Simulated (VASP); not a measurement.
# In (Pm-3m) in VASP: a series of runs, part 2 of 2

VASP 6.6.1. Earlier steps stand in the parts before.

### Step 3. Single point, PBE

This run uses another cell than the first one, of 30.41 Å³/atom.

Contents of INCAR:

```
SYSTEM = In
ALGO = Fast
EDIFF = 1E-7
ENCUT = 520
GGA = PE
ISIF = 2
ISMEAR = 0
LASPH = .TRUE.
LCHARG = .FALSE.
LREAL = .FALSE.
LWAVE = .FALSE.
NBANDS = 26
NELM = 100
PREC = Accurate
SIGMA = 0.1
```

Contents of KPOINTS:

```
k-points
0
G
  10 10 10
  0 0 0
```

Contents of POSCAR:

```
In
1.0
    4.5019600349      0.0000000000      0.0000000000
    0.0000000000      4.5019600349      0.0000000000
    0.0000000000      0.0000000000      4.5019600349
In
3
Direct
    0.5000000000      0.0000000000      0.0000000000
    0.0000000000      0.5000000000      0.0000000000
    0.0000000000      0.0000000000      0.5000000000
```

Potentials or basis: VASP PAW PBE potentials, release 64 (In_d).

Run with:

```bash
$ cat potpaw_PBE.64/In_d/POTCAR > POTCAR
$ mpirun -np 1 vasp_std > vasp.out
```

OUTCAR:

```text
SYSTEM = In
   EDIFF = 1E-7
   ENCUT = 520
   GGA = PE
   ISIF = 2
   ISMEAR = 0
   LASPH = .TRUE.
   LREAL = .FALSE.
   NELM = 100
   PREC = Accurate

 ion  position               nearest neighbor table
   1  0.500  0.000  0.000-   2 3.18   3 3.18   3 3.18   2 3.18   2 3.18   3 3.18   3 3.18   2 3.18

   2  0.000  0.500  0.000-   1 3.18   3 3.18   3 3.18   1 3.18   3 3.18   3 3.18   1 3.18   1 3.18

   3  0.000  0.000  0.500-   1 3.18   2 3.18   1 3.18   2 3.18   2 3.18   2 3.18   1 3.18   1 3.18

  LATTYP: Found a simple cubic cell.
 ALAT       =     4.5019600349

  Lattice vectors:

 A1 = (   4.5019600349,   0.0000000000,   0.0000000000)
 A2 = (   0.0000000000,   4.5019600349,   0.0000000000)
 A3 = (   0.0000000000,   0.0000000000,   4.5019600349)

Analysis of symmetry for initial positions (statically):
=====================================================================
 Subroutine PRICEL returns:
 Original cell was already a primitive cell.

 Routine SETGRP: Setting up the symmetry group for a
 simple cubic supercell.

 Subroutine GETGRP returns: Found 48 space group operations
 (whereof 48 operations were pure point group operations)
 out of a pool of 48 trial point group operations.

The static configuration has the point symmetry O_h .

Analysis of symmetry for dynamics (positions and initial velocities):
=====================================================================
 Subroutine PRICEL returns:
 Original cell was already a primitive cell.

 Routine SETGRP: Setting up the symmetry group for a
 simple cubic supercell.

 Subroutine GETGRP returns: Found 48 space group operations
 (whereof 48 operations were pure point group operations)
 out of a pool of 48 trial point group operations.

The dynamic configuration has the point symmetry O_h .

 Subroutine INISYM returns: Found 48 space group operations
 (whereof 48 operations are pure point group operations),
 and found     1 'primitive' translations

----------------------------------------------------------------------------------------

                                     Primitive cell

  volume of cell :      91.2441

  direct lattice vectors                    reciprocal lattice vectors
     4.501960035  0.000000000  0.000000000     0.222125473  0.000000000  0.000000000
     0.000000000  4.501960035  0.000000000     0.000000000  0.222125473  0.000000000
     0.000000000  0.000000000  4.501960035     0.000000000  0.000000000  0.222125473

  length of vectors
     4.501960035  4.501960035  4.501960035     0.222125473  0.222125473  0.222125473

  position of ions in fractional coordinates (direct lattice)
     0.500000000  0.000000000  0.000000000
     0.000000000  0.500000000  0.000000000
     0.000000000  0.000000000  0.500000000

  ion indices of the primitive-cell ions
   primitive index   ion index
                 1           1
                 2           2
                 3           3

----------------------------------------------------------------------------------------

 KPOINTS: k-points

Automatic generation of k-mesh.
 Grid dimensions read from file:
 generate k-points for:   10   10   10

 Generating k-lattice:

  Cartesian coordinates                     Fractional coordinates (reciprocal lattice)
     0.022212547  0.000000000  0.000000000     0.100000000  0.000000000  0.000000000
     0.000000000  0.022212547  0.000000000     0.000000000  0.100000000  0.000000000
     0.000000000  0.000000000  0.022212547     0.000000000  0.000000000  0.100000000

  Length of vectors
     0.022212547  0.022212547  0.022212547

  Shift w.r.t. Gamma in fractional coordinates (k-lattice)
     0.000000000  0.000000000  0.000000000

 Subroutine IBZKPT returns following result:
 ===========================================

 Found     56 irreducible k-points:

 Following reciprocal coordinates:
            Coordinates               Weight
  0.000000  0.000000  0.000000      1.000000
  0.100000  0.000000  0.000000      6.000000
  0.200000  0.000000  0.000000      6.000000
  0.300000  0.000000  0.000000      6.000000
  0.400000  0.000000  0.000000      6.000000
  0.500000  0.000000  0.000000      3.000000
[... 16 lines left out ...]
  0.200000  0.100000  0.100000     24.000000
  0.300000  0.100000  0.100000     24.000000
 [... further k-points ...]
   k-points           NKPTS =     56   k-points in BZ     NKDIM =     56   number of bands    NBANDS=     26
   number of dos      NEDOS =    301   number of ions     NIONS =      3
   total plane-waves  NPLWV =  46656
   dimension x,y,z NGX =    36 NGY =   36 NGZ =   36
   dimension x,y,z NGXF=    72 NGYF=   72 NGZF=   72
   ions per type =               3
   NGX,Y,Z   is equivalent  to a cutoff of  13.29, 13.29, 13.29 a.u.
   NGXF,Y,Z  is equivalent  to a cutoff of  26.59, 26.59, 26.59 a.u.
 SYSTEM =  In
   PREC   = accura    normal or accurate (medium, high low for compatibility)
   ISTART =      0    job   : 0-new  1-cont  2-samecut
   ICHARG =      2    charge: 1-file 2-atom 10-const
   ISPIN  =      1    spin polarized calculation?
   LNONCOLLINEAR =      F non collinear calculations
   LSORBIT =      F    spin-orbit coupling
   LASPH  =      T    aspherical Exc in radial PAW
   ENCUT  =  520.0 eV  38.22 Ry    6.18 a.u.   8.37  8.37  8.37*2*pi/ulx,y,z
   NELM   =    100;   NELMIN=  2; NELMDL= -5     # of ELM steps
   EDIFF  = 0.1E-06   stopping-criterion for ELM
   LREAL  =      F    real-space projection
   EDIFFG = 0.1E-05   stopping-criterion for IOM
   NSW    =      0    number of steps for IOM
   IBRION =     -1    ionic relax: 0-MD 1-quasi-New 2-CG
   NFREE  =      0    steps in history (QN), initial steepest desc. (CG)
   ISIF   =      2    stress and relaxation
   ISYM   =      2    0-nonsym 1-usesym 2-fastsym
   POTIM  = 0.5000    time-step for ionic-motion
   TEBEG  =    0.0;   TEEND  =   0.0 temperature during run
   PSTRESS=    0.0 pullay stress
   NELECT =      39.0000    total number of electrons
   NUPDOWN=      -1.0000    fix difference up-down
   EMIN   =  10.00;   EMAX   =-10.00  energy-range for DOS
   EFERMI =   0.00;   METHOD = LEGACY
   ISMEAR =     0;   SIGMA  =   0.10  broadening in eV -4-tet -1-fermi 0-gaus
   EFERMI_NEDOS =   21; number of points for ismear=-14 and -15
   IALGO  =     68    algorithm
   IMIX   =      4    mixing-type and parameters
     AMIX     =   0.40;   BMIX     =  1.00
     AMIX_MAG =   1.60;   BMIX_MAG =  1.00
  volume/ion in A,a.u.               =      30.41       205.25
  Fermi-wavevector in a.u.,A,eV,Ry     =   1.233185  2.330381 20.690979  1.520744
  Thomas-Fermi vector in A             =   2.367925
   LORBIT       =      0    0 simple, 1 ext, 2 COOP (PROOUT), +10 PAW based schemes
   GGA     = PE    functional components
   LHFCALC =     F    Hartree Fock is set to
   AEXX    =    0.0000 exact exchange contribution
   IVDW    =     0    specifies the selected vdW correction
   LEPSILON=     F    determine dielectric tensor
   LRPA    =     F    only Hartree local field effects (RPA)
 non-spin polarized calculation
 RMM-DIIS sequential band-by-band and
 Gauss-broadening in eV      SIGMA  =   0.10
  energy-cutoff  :      520.00
  volume of cell :       91.24
 maximum number of plane-waves:      2517
 NGX is ok and might be reduce to    36
   NGX = 17   NGY = 17   NGZ = 17

 number of electron      39.0000041 magnetization

 Free energy of the ion-electron system (eV)
  ---------------------------------------------------
  ext. energy  EPLUGINS =         0.00000000
  ---------------------------------------------------
  free energy    TOTEN  =        -7.38496872 eV

  energy without entropy =       -7.37526427  energy(sigma->0) =       -7.38011650

 E-fermi :   5.8508     XC(G=0):  -9.3896

 val. band max:        5.8437720795   @ k =   0.3000   0.2000   0.0000
 cond. band min:       5.9204033148   @ k =   0.3000   0.3000   0.2000
 fundamental gap:      0.0766312353
 Fermi energy:         5.8507833587

 k-point     1 :       0.0000    0.0000    0.0000
  band No.  band energies     occupation
      1      -9.0373      2.00000
      2      -9.0373      2.00000
      3      -9.0373      2.00000
      4      -9.0258      2.00000
      5      -8.8427      2.00000
      6      -8.8427      2.00000
[... 18 lines left out ...]
     25      11.2354      0.00000
     26      13.3127      0.00000
[... 644 lines left out ...]
      4      -8.8854      2.00000
      5      -8.8083      2.00000
      6      -8.7498      2.00000
[... 18 lines left out ...]
     25      11.1012      0.00000
     26      11.9088      0.00000

 [... further k-points ...]
[... 5 lines left out ...]
  --------------------------------------------------------------------------------------
  -------------------------------------------------------------------------------------
  Total       -0.0462871     -0.0462871     -0.0462871      0.0000000      0.0000000     -0.0000000
  in kB       -0.8127659     -0.8127659     -0.8127659      0.0000000      0.0000000     -0.0000000
  external PRESSURE =      -0.8127659 kB  Pullay stress =       0.0000000 kB

 VOLUME and BASIS-vectors are now :
 -----------------------------------------------------------------------------
  energy-cutoff  :      520.00
  volume of cell :       91.24
      direct lattice vectors                 reciprocal lattice vectors
     4.501960035  0.000000000  0.000000000     0.222125473  0.000000000  0.000000000
     0.000000000  4.501960035  0.000000000     0.000000000  0.222125473  0.000000000
     0.000000000  0.000000000  4.501960035     0.000000000  0.000000000  0.222125473

 POSITION                                       TOTAL-FORCE (eV/Angst)
 -----------------------------------------------------------------------------------
      2.25098      0.00000      0.00000         0.000000      0.000000      0.000000
      0.00000      2.25098      0.00000         0.000000      0.000000      0.000000
      0.00000      0.00000      2.25098         0.000000      0.000000      0.000000
 -----------------------------------------------------------------------------------
    total drift:                                0.000000      0.000000     -0.000000

  FREE ENERGIE OF THE ION-ELECTRON SYSTEM (eV)
  ---------------------------------------------------
  free  energy   TOTEN  =        -7.3849687211 eV

  energy  without entropy=       -7.3752642692  energy(sigma->0) =       -7.38011650
```

It took 63 s on 1 thread of Intel Xeon 6975P-C (Granite Rapids), shared host; peak memory 0.26 GiB.

Results:

```yaml
Free_energy: -7.3850 eV
Pressure: -0.1 GPa
Band_gap_on_the_k_mesh: zero (an odd number of electrons rules out a gap without spin polarisation)
```

Caveat: spin-orbit coupling is left out, which moves the levels of the heavy elements.

### Step 4. Single point, PBE (31.33 Å³/atom)

This run uses another cell than the first one, of 31.33 Å³/atom.

Contents of INCAR:

```
SYSTEM = In
ALGO = Fast
EDIFF = 1E-6
ENCUT = 520
GGA = PE
ISIF = 2
ISMEAR = 0
LASPH = .TRUE.
LCHARG = .TRUE.
LELF = .TRUE.
LREAL = .FALSE.
LVHAR = .TRUE.
LWAVE = .FALSE.
NBANDS = 26
NELM = 80
PREC = Accurate
SIGMA = 0.1
```

KPOINTS is that of step 3.

Contents of POSCAR:

```
In
1.0
    4.5465367957      0.0000000000      0.0000000000
    0.0000000000      4.5465367957      0.0000000000
    0.0000000000      0.0000000000      4.5465367957
In
3
Direct
    0.5000000000      0.0000000000      0.0000000000
    0.0000000000      0.5000000000      0.0000000000
    0.0000000000      0.0000000000      0.5000000000
```

Potentials or basis: VASP PAW PBE potentials, release 64 (In_d).

Run with:

```bash
$ cat potpaw_PBE.64/In_d/POTCAR > POTCAR
$ mpirun -np 1 vasp_std > vasp.out
```

OUTCAR:

```text
SYSTEM = In
   EDIFF = 1E-6
   ENCUT = 520
   GGA = PE
   ISIF = 2
   ISMEAR = 0
   LASPH = .TRUE.
   LREAL = .FALSE.
   NELM = 80
   PREC = Accurate

 ion  position               nearest neighbor table
   1  0.500  0.000  0.000-   2 3.21   3 3.21   3 3.21   2 3.21   2 3.21   3 3.21   3 3.21   2 3.21

   2  0.000  0.500  0.000-   1 3.21   3 3.21   3 3.21   1 3.21   3 3.21   3 3.21   1 3.21   1 3.21

   3  0.000  0.000  0.500-   1 3.21   2 3.21   1 3.21   2 3.21   2 3.21   2 3.21   1 3.21   1 3.21

  LATTYP: Found a simple cubic cell.
 ALAT       =     4.5465367957

[... 884 lines left out ...]
     25      10.7124      0.00000
     26      11.6699      0.00000

 [... further k-points ...]
[... 5 lines left out ...]
  --------------------------------------------------------------------------------------
  -------------------------------------------------------------------------------------
  Total       -0.4469601     -0.4469601     -0.4469601      0.0000000     -0.0000000      0.0000000
  in kB       -7.6196886     -7.6196886     -7.6196886      0.0000000     -0.0000000      0.0000000
  external PRESSURE =      -7.6196886 kB  Pullay stress =       0.0000000 kB

 VOLUME and BASIS-vectors are now :
 -----------------------------------------------------------------------------
  energy-cutoff  :      520.00
  volume of cell :       93.98
      direct lattice vectors                 reciprocal lattice vectors
     4.546536796  0.000000000  0.000000000     0.219947632  0.000000000  0.000000000
     0.000000000  4.546536796  0.000000000     0.000000000  0.219947632  0.000000000
     0.000000000  0.000000000  4.546536796     0.000000000  0.000000000  0.219947632

 POSITION                                       TOTAL-FORCE (eV/Angst)
 -----------------------------------------------------------------------------------
      2.27327      0.00000      0.00000         0.000000      0.000000      0.000000
      0.00000      2.27327      0.00000         0.000000      0.000000      0.000000
      0.00000      0.00000      2.27327         0.000000      0.000000      0.000000
 -----------------------------------------------------------------------------------
    total drift:                                0.000000      0.000000     -0.000000

  FREE ENERGIE OF THE ION-ELECTRON SYSTEM (eV)
  ---------------------------------------------------
  free  energy   TOTEN  =        -7.3785734349 eV

  energy  without entropy=       -7.3690935187  energy(sigma->0) =       -7.37383348
```

stdout:

```text
POSCAR found type information on POSCAR In
 POSCAR found :  1 types and       3 ions
 scaLAPACK will be used
 LDA part: xc-table for (Slater+PW92), standard interpolation
 POSCAR, INCAR and KPOINTS ok, starting setup
 FFT: planning ... GRIDC
 FFT: planning ... GRID_SOFT
 FFT: planning ... GRID
 WAVECAR not read
 entering main loop
```

Wall time 70 s (1 thread of Intel Xeon 6975P-C (Granite Rapids), shared host); peak memory 0.26 GiB.

Results:

| Property | Result |
| --- | --- |
| Free energy | -7.3786 eV |
| Pressure | -0.8 GPa |
| Band gap on the k mesh | zero (an odd number of electrons rules out a gap without spin polarisation) |

Levels at points of the mesh, in eV from the Fermi level:
```csv
k point,band 16,band 17,band 18,band 19,band 20,band 21,band 22,band 23
"(0.00, 0.00, 0.00)",-8.77,-1.31,-1.31,-1.05,-1.05,-1.05,3.38,5.26
"(0.50, 0.00, 0.00)",-7.44,-6.08,-0.70,0.34,0.34,2.32,2.32,2.48
"(0.50, 0.50, 0.00)",-5.87,-5.07,-5.07,-2.21,2.20,2.40,2.85,2.85
"(0.50, 0.50, 0.50)",-3.93,-3.93,-3.93,-3.57,-1.69,-1.69,-1.69,2.97
```

Caveat: spin-orbit coupling is left out, which moves the levels of the heavy elements.

### Step 5. Summary

```csv
cell,further INCAR settings,gap on the mesh (eV),pressure (GPa)
"a = 4.456 Å, 3 atoms",ALGO = Fast; EDIFF = 1e-06; NBANDS = 26,none,1.0
"a = 4.502 Å, 3 atoms",ALGO = Fast; EDIFF = 1e-07; NBANDS = 26,none,-0.1
"a = 4.547 Å, 3 atoms",ALGO = Fast; EDIFF = 1e-06; NBANDS = 26,none,-0.8
```

Alike in all rows: task single point; level PBE; potentials or basis VASP PAW PBE potentials, release 64 (In_d); no spin polarisation; k mesh 10 × 10 × 10; cutoff (eV) 520; smearing gaussian 0.1 eV.

Caveats: spin-orbit coupling is left out, which moves the levels of the heavy elements.

Total energies depend on the potentials used, so only differences within one code and one set of settings carry meaning.
